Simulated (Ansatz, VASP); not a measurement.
## Al: VASP beside Ansatz

File POSCAR:

```
Al
1.0
    2.8602079262      0.0000000000      0.0000000000
   -1.4301039631      2.4770127242      0.0000000000
    0.0000000000      0.0000000000      9.3763654655
Al
4
Direct
    1.0000000000      0.0000000000      0.0000000000
    1.0000000000      0.0000000000      0.5000000000
    0.3333333333      0.6666666667      0.2500000000
    0.6666666667      0.3333333333      0.7500000000
```

File INCAR.step1:

```
SYSTEM = Al
PREC = Accurate
ENCUT = 520
ISMEAR = -1
SIGMA = 0.1
LREAL = .FALSE.
LASPH = .TRUE.
NELM = 100
NBANDS = 14
GGA = PE
ALGO = Normal
EDIFF = 1E-4
LWAVE = .TRUE.
LCHARG = .FALSE.
```

The input INCAR.step2:

```
SYSTEM = Al
PREC = Accurate
ENCUT = 520
EDIFF = 1E-6
ISMEAR = -1
SIGMA = 0.1
LREAL = .FALSE.
LASPH = .TRUE.
NELM = 100
ALGO = Normal
ISIF = 2
LWAVE = .FALSE.
LCHARG = .TRUE.
METAGGA = R2SCAN
LMIXTAU = .TRUE.
LELF = .TRUE.
LVHAR = .TRUE.
NBANDS = 14
ISTART = 1
```

KPOINTS

```
regular mesh
0
G
  14 14 4
  0 0 0
```

Input for Ansatz:

```yaml
crystal:
  lattice:
    - [2.8602079262, 0.0, 0.0]
    - [-1.4301039631, 2.4770127242, 0.0]
    - [0.0, 0.0, 9.3763654655]
  atoms:
    - { symbol: Al, position: [1.0, 0.0, 0.0] }
    - { symbol: Al, position: [1.0, 0.0, 0.5] }
    - { symbol: Al, position: [0.3333333333, 0.6666666667, 0.25] }
    - { symbol: Al, position: [0.6666666667, 0.3333333333, 0.75] }
hamiltonian:
  xc: r2scan
  pseudopotentials:
    kind: paw
    azcp:
      Al: "pseudopotentials/Al.paw.azcp"
basis:
  ecutwfc: 500
  fft_grid_basis: typed
kpoints:
  mp_grid: { grid: [14, 14, 4], shift: [0, 0, 0] }
magnetization:
  spin_polarized: false
scf:
  occupations: { method: fermi_dirac, width: 0.1 }
  lower_state_search: "off"
output:
  stress: true
```

Alike in both runs: task single point; functional r2SCAN; k mesh 14 × 14 × 4; occupations fermi-dirac, width 0.1 eV; no spin polarisation.

|  | VASP | Ansatz |
| --- | --- | --- |
| version | VASP 6.6.1 | Ansatz 0.2.0 |
| potentials or method | VASP PAW PBE potentials, release 64 (Al), cutoff 520 eV | plane waves (500 eV) with PAW, scalar-relativistic |
| valence electrons in the cell | 12 | 12 |

Ansatz gave:

| Property | Result |
| --- | --- |
| pressure (GPa) | -3.3 |
| traceless stress, the component that is largest in VASP (GPa) | 0.67 |

Question: Estimate VASP's values.

Answer: Pressure (GPa): -3.6; traceless stress, the component that is largest in VASP (GPa): 0.67.

VASP's potentials were made for PBE, not for r2SCAN. With one functional, cell and mesh, what is left measures potentials, basis and numerics.
